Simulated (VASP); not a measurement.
Set up this calculation in VASP 6.6.1, as the native input.

* Task: single point
* Functional: PBE
* Potentials or basis: VASP PAW PBE potentials, release 64 (Sr_sv)
* Cutoff: 520 eV
* k mesh: 12 × 12 × 4
* Occupations: gaussian, width 0.1 eV
* Spin: no spin polarisation
* Dipole correction: no
* Further INCAR settings: ALGO = Fast; EDIFF = 1e-06; NBANDS = 28

The structure of Sr lies in POSCAR:

```
Sr
1.0
    4.3479755738      0.0000000000      0.0000000000
   -2.1739877869      3.7654573019      0.0000000000
    0.0000000000      0.0000000000     13.8669785251
Sr
4
Direct
    0.0000000000      0.0000000000      0.0000000000
    0.3333333333      0.6666666667      0.2500000000
    0.0000000000      0.0000000000      0.5000000000
    0.6666666667      0.3333333333      0.7500000000
```

This isn't the form of Sr at room conditions, which is fcc.

This cell differs from its parent crystal: biaxial strain in the a-b plane: +2.0 %, then relaxed in part.

One way to write it, as run:

INCAR

```
SYSTEM = Sr
ALGO = Fast
EDIFF = 1E-6
ENCUT = 520
GGA = PE
ISIF = 2
ISMEAR = 0
LASPH = .True.
LCHARG = .False.
LREAL = .False.
LWAVE = .False.
NBANDS = 28
NELM = 80
PREC = Accurate
SIGMA = 0.1
```

KPOINTS

```
k-points
0
Gamma
  12 12 4
  0 0 0
```

Potentials or basis: VASP PAW PBE potentials, release 64 (Sr_sv).

Launch:

```bash
$ cat potpaw_PBE.64/Sr_sv/POTCAR > POTCAR
$ mpirun -np 1 vasp_std > vasp.out
```

It gave:

- Pressure: -0.3 GPa
- Band gap on the k mesh: zero (bands 20 and 21 overlap by 0.23 eV)

Caveat: the cell differs from its parent crystal (biaxial strain in the a-b plane: +2.0 %, then relaxed in part).

Wall time 7.3 min on 1 thread of Intel Xeon 8259CL, with other jobs on the host, peak memory 0.49 GiB.
